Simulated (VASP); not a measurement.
The system is HfPbO3.

```
CELL_PARAMETERS angstrom
4.15548 0.00000 0.00000
0.00000 4.15548 0.00000
0.00000 0.00000 4.15548
ATOMIC_POSITIONS crystal
Hf 0.50000 0.50000 0.50000
Pb 0.00000 0.00000 0.00000
O 0.00000 0.50000 0.50000
O 0.50000 0.00000 0.50000
O 0.50000 0.50000 0.00000
```

```yaml
Program: VASP 6.6.1
Task: relaxation of cell and atoms
Functional: LDA
Potentials_or_basis: VASP PAW LDA potentials, release 64 (Hf_pv, Pb_d, O)
Cutoff: 600 eV
k_mesh: 3 × 3 × 3
Occupations: gaussian, width 0.01 eV
Spin: no spin polarisation
```

At the start: pressure -10.0 GPa; volume 14.35 Å³/atom.

Problem. How do energy, volume and symmetry change on relaxing?

Solution. Over 3 steps the energy falls by 26.9 meV/atom and the volume is 13.55 Å³/atom (-5.6 %); space group Pm-3m (No. 221, to 0.05 Å).

The path:
| step | energy change (eV) | largest force (eV/Å) | pressure (GPa) | volume (Å³) |
| --- | --- | --- | --- | --- |
| 1 | 0.0000 | 0.0000 | -9.98 | 71.76 |
| 2 | 0.0999 | 0.0000 | 16.73 | 62.87 |
| 3 | -0.1345 | 0.0000 | -0.19 | 67.73 |

Final structure:
```cif
data_structure
_symmetry_space_group_name_H-M 'P 1'
_symmetry_Int_Tables_number 1
_cell_length_a 4.0763
_cell_length_b 4.0763
_cell_length_c 4.0763
_cell_angle_alpha 90.000
_cell_angle_beta 90.000
_cell_angle_gamma 90.000
_cell_volume 67.73
loop_
_atom_site_label
_atom_site_type_symbol
_atom_site_fract_x
_atom_site_fract_y
_atom_site_fract_z
_atom_site_occupancy
Hf1 Hf 0.50000 0.50000 0.50000 1
Pb1 Pb 0.00000 0.00000 0.00000 1
O1 O 0.00000 0.50000 0.50000 1
O2 O 0.50000 0.00000 0.50000 1
O3 O 0.50000 0.50000 0.00000 1
```

Caveat: the k points lie up to 0.51 Å⁻¹ apart in the final cell.
